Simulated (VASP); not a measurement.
# Si8NO14 (a cell with a defect) in VASP: relaxation of the atoms with PBE+D3(BJ)

Aim: the relaxation of the atoms of Si8NO14 (a cell with a defect) with PBE+D3(BJ).

Everything below comes from runs of VASP 6.6.1. Logs are shortened: lines on timing, memory, paths and dates and some standing lists are left out, and cuts for length are marked.

**1. The cell of the first run**

The cell holds a defect, 23 atoms: a = 5.912 Å, b = 5.912 Å, c = 5.336 Å, α = 90.00°, β = 90.00°, γ = 90.00°.

**2. Relaxation of the atoms, PBE+D3(BJ)**

INCAR

```
SYSTEM = Si8NO14
PREC = Accurate ; ENCUT = 520
EDIFF = 1E-6 ; ISMEAR = -1
SIGMA = 0.02 ; LREAL = Auto
LASPH = .TRUE. ; NELM = 100
ALGO = Normal ; ISIF = 2
LWAVE = .FALSE. ; LCHARG = .FALSE.
GGA = PE ; IVDW = 12
IBRION = 2 ; NSW = 80
EDIFFG = -0.03 ; NELECT = 120.0
```

KPOINTS

```
Automatic mesh
0
G
  2 2 2
  0 0 0
```

POSCAR

```
Si8NO14
1.0
   -4.1801000000     -4.1801000000      0.0000000000
    4.1801000000     -4.1801000000      0.0000000000
    0.0000000000      0.0000000000      5.3356000000
Si N O
8 1 14
Direct
    0.4922884000      0.4979646000      0.0103521000
    0.0025093000      0.5020772000      0.2404243000
    0.5008365000      0.5029012000      0.5040458000
    0.0078735000      0.4945711000      0.7378567000
    0.0095581000      0.0021944000     -0.0053569000
    0.4966807000      0.0010615000      0.2573078000
   -0.0025163000      0.0072254000      0.5008554000
    0.5038083000      0.0022947000      0.7466771000
    0.1903686000      0.4936519000     -0.0070622000
    0.0016452000      0.1884282000      0.2502285000
    0.0079343000      0.8053590000      0.2475855000
    0.1935270000      0.4901468000      0.5026404000
    0.0061112000      0.1904582000      0.7462250000
    0.8178486000      0.4956715000      0.4983764000
    0.0027883000      0.8095317000      0.7548706000
    0.6944647000     -0.0061878000      0.0026226000
    0.4995594000      0.6947836000      0.2501485000
    0.3034936000     -0.0011355000     -0.0060763000
    0.4987334000      0.3050948000      0.2510608000
    0.6983426000     -0.0050146000      0.5071262000
    0.5026836000      0.6951170000      0.7444698000
    0.3021209000     -0.0038935000      0.5009684000
    0.4975896000      0.3100396000      0.7569836000
```

Potentials or basis: VASP PAW PBE potentials, release 64 (Si, N, O).

Started as:

```
> cat potpaw_PBE.64/Si/POTCAR potpaw_PBE.64/N/POTCAR potpaw_PBE.64/O/POTCAR > POTCAR
> mpirun -np 1 vasp_std > vasp.out
```

OUTCAR:

```text
SYSTEM = Si8NO14
   PREC = Accurate
   ENCUT = 520
   EDIFF = 1E-6
   ISMEAR = -1
   LREAL = Auto
   LASPH = .TRUE.
   NELM = 100
   ISIF = 2
   GGA = PE
   IVDW = 12
   IBRION = 2
   NSW = 80
   EDIFFG = -0.03
   NELECT = 120.0
 IVDW          = 12

 ion  position               nearest neighbor table
   1  0.492  0.498  0.010-  19 1.72  17 1.73  23 1.75   9 1.79  21 1.84   3 2.63   3 2.70   2 3.14

   2  0.003  0.502  0.240-   9 1.73  14 1.76  11 1.79  12 1.80  10 1.85   4 2.65   4 2.68   1 3.14

   3  0.501  0.503  0.504-  21 1.71  23 1.77  17 1.77  19 1.79  12 1.82  14 1.87   1 2.63   1 2.70

   4  0.008  0.495  0.738-  12 1.67  14 1.70   9 1.74  13 1.80  15 1.86   2 2.65   2 2.68   7 3.15

   5  0.010  0.002  0.995-  15 1.71  13 1.73  18 1.74  10 1.75  11 1.78  16 1.86   7 2.64   7 2.70

   6  0.497  0.001  0.257-  22 1.74  20 1.79  16 1.79  19 1.80  18 1.81  17 1.81   8 2.61   8 2.72
[... 5 lines left out ...]
   9  0.190  0.494  0.993-   2 1.73   4 1.74   1 1.79
  10  0.002  0.188  0.250-   7 1.71   5 1.75   2 1.85
  11  0.008  0.805  0.248-   5 1.78   2 1.79   7 1.80
  12  0.194  0.490  0.503-   4 1.67   2 1.80   3 1.82
  13  0.006  0.190  0.746-   7 1.70   5 1.73   4 1.80
  14  0.818  0.496  0.498-   4 1.70   2 1.76   3 1.87
  15  0.003  0.810  0.755-   5 1.71   7 1.79   4 1.86
  16  0.694  0.994  0.003-   8 1.77   6 1.79   5 1.86
  17  0.500  0.695  0.250-   1 1.73   3 1.77   6 1.81
  18  0.303  0.999  0.994-   5 1.74   8 1.77   6 1.81
  19  0.499  0.305  0.251-   1 1.72   3 1.79   6 1.80
  20  0.698  0.995  0.507-   8 1.72   7 1.77   6 1.79
  21  0.503  0.695  0.744-   3 1.71   8 1.82   1 1.84
  22  0.302  0.996  0.501-   6 1.74   8 1.77   7 1.80
  23  0.498  0.310  0.757-   1 1.75   3 1.77   8 1.82

  LATTYP: Found a simple tetragonal cell.
 ALAT       =     5.9115541121
 C/A-ratio  =     0.9025714556

  Lattice vectors:

 A1 = (  -4.1801000000,  -4.1801000000,   0.0000000000)
 A2 = (   4.1801000000,  -4.1801000000,   0.0000000000)
 A3 = (   0.0000000000,   0.0000000000,   5.3356000000)

Analysis of symmetry for initial positions (statically):
=====================================================================
 Subroutine PRICEL returns:
 Original cell was already a primitive cell.

 Routine SETGRP: Setting up the symmetry group for a
 simple tetragonal supercell.

 Subroutine GETGRP returns: Found  1 space group operations
 (whereof  1 operations were pure point group operations)
 out of a pool of 16 trial point group operations.

The static configuration has the point symmetry C_1 .

Analysis of symmetry for dynamics (positions and initial velocities):
=====================================================================
 Subroutine PRICEL returns:
 Original cell was already a primitive cell.

 Routine SETGRP: Setting up the symmetry group for a
 simple tetragonal supercell.

 Subroutine GETGRP returns: Found  1 space group operations
 (whereof  1 operations were pure point group operations)
 out of a pool of 16 trial point group operations.

The dynamic configuration has the point symmetry C_1 .

 Subroutine INISYM returns: Found  1 space group operations
 (whereof  1 operations are pure point group operations),
 and found     1 'primitive' translations

----------------------------------------------------------------------------------------

                                     Primitive cell

  volume of cell :     186.4604

  direct lattice vectors                    reciprocal lattice vectors
    -4.180100000 -4.180100000  0.000000000    -0.119614363 -0.119614363  0.000000000
     4.180100000 -4.180100000  0.000000000     0.119614363 -0.119614363  0.000000000
     0.000000000  0.000000000  5.335600000     0.000000000  0.000000000  0.187420346

  length of vectors
     5.911554112  5.911554112  5.335600000     0.169160255  0.169160255  0.187420346

  position of ions in fractional coordinates (direct lattice)
     0.492288400  0.497964600  0.010352100
     0.002509300  0.502077200  0.240424300
     0.500836500  0.502901200  0.504045800
     0.007873500  0.494571100  0.737856700
     0.009558100  0.002194400  0.994643100
     0.496680700  0.001061500  0.257307800
[... 15 lines left out ...]
     0.302120900  0.996106500  0.500968400
     0.497589600  0.310039600  0.756983600

  ion indices of the primitive-cell ions
   primitive index   ion index
                 1           1
                 2           2
                 3           3
                 4           4
                 5           5
                 6           6
[... 15 lines left out ...]
                22          22
                23          23

----------------------------------------------------------------------------------------

 KPOINTS: Automatic mesh

Automatic generation of k-mesh.
 Grid dimensions read from file:
 generate k-points for:    2    2    2

 Generating k-lattice:

  Cartesian coordinates                     Fractional coordinates (reciprocal lattice)
    -0.059807182 -0.059807182  0.000000000     0.500000000  0.000000000  0.000000000
     0.059807182 -0.059807182  0.000000000     0.000000000  0.500000000  0.000000000
     0.000000000  0.000000000  0.093710173     0.000000000  0.000000000  0.500000000

  Length of vectors
     0.084580127  0.084580127  0.093710173

  Shift w.r.t. Gamma in fractional coordinates (k-lattice)
     0.000000000  0.000000000  0.000000000

 Subroutine IBZKPT returns following result:
 ===========================================

 Found      8 irreducible k-points:

 Following reciprocal coordinates:
            Coordinates               Weight
  0.000000  0.000000  0.000000      1.000000
  0.500000  0.000000  0.000000      1.000000
  0.000000  0.500000  0.000000      1.000000
  0.500000  0.500000  0.000000      1.000000
  0.000000  0.000000  0.500000      1.000000
  0.500000  0.000000  0.500000      1.000000
  0.000000  0.500000  0.500000      1.000000
  0.500000  0.500000  0.500000      1.000000
   k-points           NKPTS =      8   k-points in BZ     NKDIM =      8   number of bands    NBANDS=     72
   number of dos      NEDOS =    301   number of ions     NIONS =     23
   total plane-waves  NPLWV =  92160
   dimension x,y,z NGX =    48 NGY =   48 NGZ =   40
   dimension x,y,z NGXF=    96 NGYF=   96 NGZF=   80
   ions per type =               8   1  14
   NGX,Y,Z   is equivalent  to a cutoff of  13.50, 13.50, 12.46 a.u.
   NGXF,Y,Z  is equivalent  to a cutoff of  27.00, 27.00, 24.93 a.u.
 SYSTEM =  Si8NO14
   PREC   = accura    normal or accurate (medium, high low for compatibility)
   ISTART =      0    job   : 0-new  1-cont  2-samecut
   ICHARG =      2    charge: 1-file 2-atom 10-const
   ISPIN  =      1    spin polarized calculation?
   LNONCOLLINEAR =      F non collinear calculations
   LSORBIT =      F    spin-orbit coupling
   LASPH  =      T    aspherical Exc in radial PAW
   ENCUT  =  520.0 eV  38.22 Ry    6.18 a.u.  10.99 10.99  9.92*2*pi/ulx,y,z
   NELM   =    100;   NELMIN=  2; NELMDL= -5     # of ELM steps
   EDIFF  = 0.1E-05   stopping-criterion for ELM
   LREAL  =      T    real-space projection
   EDIFFG = -.3E-01   stopping-criterion for IOM
   NSW    =     80    number of steps for IOM
   IBRION =      2    ionic relax: 0-MD 1-quasi-New 2-CG
   NFREE  =      1    steps in history (QN), initial steepest desc. (CG)
   ISIF   =      2    stress and relaxation
   ISYM   =      2    0-nonsym 1-usesym 2-fastsym
   POTIM  = 0.5000    time-step for ionic-motion
   TEBEG  =    0.0;   TEEND  =   0.0 temperature during run
   PSTRESS=    0.0 pullay stress
   NELECT =     120.0000    total number of electrons
   NUPDOWN=      -1.0000    fix difference up-down
   EMIN   =  10.00;   EMAX   =-10.00  energy-range for DOS
   EFERMI =   0.00;   METHOD = LEGACY
   ISMEAR =    -1;   SIGMA  =   0.02  broadening in eV -4-tet -1-fermi 0-gaus
   EFERMI_NEDOS =   21; number of points for ismear=-14 and -15
   IALGO  =     38    algorithm
   IMIX   =      4    mixing-type and parameters
     AMIX     =   0.40;   BMIX     =  1.00
     AMIX_MAG =   1.60;   BMIX_MAG =  1.00
  volume/ion in A,a.u.               =       8.11        54.71
  Fermi-wavevector in a.u.,A,eV,Ry     =   1.413426  2.670988 27.181349  1.997773
  Thomas-Fermi vector in A             =   2.535073
   LORBIT       =      0    0 simple, 1 ext, 2 COOP (PROOUT), +10 PAW based schemes
   GGA     = PE    functional components
   LHFCALC =     F    Hartree Fock is set to
   AEXX    =    0.0000 exact exchange contribution
   IVDW    =    12    specifies the selected vdW correction
   LEPSILON=     F    determine dielectric tensor
   LRPA    =     F    only Hartree local field effects (RPA)
 conjugate gradient relaxation of ions
 non-spin polarized calculation
  energy-cutoff  :      520.00
  volume of cell :      186.46
 maximum number of plane-waves:      5032
 NGX is ok and might be reduce to    48
   NGX = 21   NGY = 21   NGZ = 19

--------------------------------------- Ionic step        1  -------------------------------------------

 number of electron     120.0000000 magnetization

 Free energy of the ion-electron system (eV)
  ---------------------------------------------------
  ext. energy  EPLUGINS =         0.00000000
  ---------------------------------------------------
  free energy    TOTEN  =      -181.60171767 eV

  energy without entropy =     -181.59236027  energy(sigma->0) =     -181.59703897

------------------------ aborting loop because EDIFF is reached ----------------------------------------

 Edisp (eV)   -5.54541

 E8    (eV) :    -1.9208

  FORCE on cell =-STRESS in cart. coord.  units (eV):
  Direction    XX          YY          ZZ          XY          YZ          ZX
  --------------------------------------------------------------------------------------
  -------------------------------------------------------------------------------------
  Total      -6.56455    -6.04127     1.46321    -0.81131     0.73741     1.83220
  in kB     -56.40647   -51.91016    12.57277    -6.97127     6.33626    15.74335
  external pressure =      -31.91 kB  Pullay stress =        0.00 kB
[... 160 lines left out ...]
  FREE ENERGIE OF THE ION-ELECTRON SYSTEM (eV)
  ---------------------------------------------------
  free  energy   TOTEN  =      -189.0193041298 eV

  energy  without entropy=     -189.0193041298  energy(sigma->0) =     -189.01930413

[... ionic steps 4 to 15 ...]

--------------------------------------- Ionic step       16  -------------------------------------------

 number of electron     119.9999953 magnetization

------------------------ aborting loop because EDIFF is reached ----------------------------------------

 Edisp (eV)   -5.54047

 E8    (eV) :    -1.9183
[... 111 lines left out ...]
  energy  without entropy=     -189.9404601965  energy(sigma->0) =     -189.94046020

--------------------------------------- Ionic step       18  -------------------------------------------

 number of electron     119.9999950 magnetization

 Free energy of the ion-electron system (eV)
  ---------------------------------------------------
  ext. energy  EPLUGINS =         0.00000000
  ---------------------------------------------------
  free energy    TOTEN  =      -184.40045906 eV

  energy without entropy =     -184.40045906  energy(sigma->0) =     -184.40045906

 E-fermi :   8.8246     XC(G=0): -11.9533

 val. band max:        8.2943784917   @ k =   0.0000   0.0000   0.0000
 cond. band min:      10.6797045576   @ k =   0.0000   0.0000   0.0000
 fundamental gap:      2.3853260659
 Fermi energy:         8.8245784700

 k-point     1 :       0.0000    0.0000    0.0000
  band No.  band energies     occupation
      1     -14.4950      2.00000
      2     -13.0808      2.00000
      3     -12.7313      2.00000
      4     -11.8386      2.00000
      5     -11.8260      2.00000
      6     -11.5327      2.00000
[... 643 lines left out ...]
  FREE ENERGIE OF THE ION-ELECTRON SYSTEM (eV)
  ---------------------------------------------------
  free  energy   TOTEN  =      -189.9409278235 eV

  energy  without entropy=     -189.9409278235  energy(sigma->0) =     -189.94092782

 reached required accuracy - stopping structural energy minimisation
```

Run time: 19 min. Hardware: 1 thread of Intel Xeon Platinum 8488C (Sapphire Rapids), shared host; peak memory 0.36 GiB.

Results:

```yaml
Free_energy: -189.9409 eV
Energy_gained_by_relaxing: 121.5 meV/atom
Ionic_steps: 18
Largest_force_after_relaxing: 0.025 eV/Å
Dispersion_energy_per_atom: -0.241 eV
```

Forces in eV/Å, atoms in the order of the input:
```
Si  -0.001 -0.014  0.001
Si   0.006  0.005 -0.006
Si   0.004  0.002  0.002
Si  -0.007 -0.008 -0.014
Si  -0.013 -0.014 -0.009
Si   0.001  0.012 -0.004
Si   0.002  0.008  0.015
Si   0.006  0.018  0.010
N   -0.004 -0.006 -0.018
O    0.018  0.010  0.005
O    0.006  0.000  0.005
O    0.006  0.007 -0.013
O    0.015 -0.011 -0.008
O   -0.016 -0.008  0.004
O    0.006  0.010 -0.008
O    0.002 -0.009  0.003
O   -0.015 -0.012  0.016
O   -0.001 -0.003  0.001
O   -0.001  0.008  0.007
O   -0.006 -0.015 -0.002
O   -0.019  0.000  0.003
O    0.005  0.018  0.010
O    0.004  0.000  0.000
```

The path:
```
step  energy change (eV)  largest force (eV/Å)  pressure (GPa)
   1              0.0000                4.3044           -3.19
   2             -1.2753                4.3154           -1.28
   3             -1.8722                3.4153           -3.19
   4             -2.3110                3.5501           -1.69
   5             -2.4854                2.1809           -2.47
   6             -2.6088                2.0982           -2.98
   7             -2.7396                0.7079           -3.01
   8             -2.7581                0.6716           -2.49
   9             -2.7673                0.3228           -2.71
  10             -2.7769                0.2881           -2.54
  11             -2.7772                0.2339           -2.56
  12             -2.7851                0.2093           -2.65
  13             -2.7853                0.2729           -2.67
  14             -2.7911                0.1251           -2.79
  15             -2.7917                0.1222           -2.83
  16             -2.7932                0.0597           -2.82
  17             -2.7933                0.0835           -2.82
  18             -2.7938                0.0249           -2.83
```

Final structure:
```xyz
23
Lattice="-4.1801 -4.1801 0.0000 4.1801 -4.1801 0.0000 0.0000 0.0000 5.3356" Properties=species:S:1:pos:R:3 pbc="T T T"
Si    0.2098   -3.9607    5.3330
Si    1.9744   -2.1944    1.4350
Si   -0.1036   -4.2751    2.6654
Si    1.9756   -2.1930    3.9001
Si    0.0086   -8.3406    5.3343
Si    2.0858   -6.2659    1.3231
Si    0.0338   -8.3158    2.6658
Si    2.0855   -6.2663    4.0076
N     1.3991   -2.7685    5.3350
O    -3.3218   -4.9643    1.3390
O    -0.7959   -7.4911    1.3387
O     1.1710   -2.9960    2.6679
O    -3.3207   -4.9627    3.9940
O    -1.3447   -5.5161    2.6662
O    -0.7958   -7.4915    3.9940
O     1.2718   -7.0764    5.3336
O     0.7289   -5.0315    1.2922
O     2.9103   -5.4421    5.3332
O    -0.8638   -3.4463    1.2920
O     1.2936   -7.0548    2.6654
O     0.7286   -5.0323    4.0381
O     2.9141   -5.4399    2.6653
O    -0.8641   -3.4460    4.0389
```

Caveat: the k points lie up to 0.59 Å⁻¹ apart; the cell carries a net charge on a neutralising background, which shifts energy and pressure; the cell is charged against a uniform background, so pressure and absolute levels hang on convention.
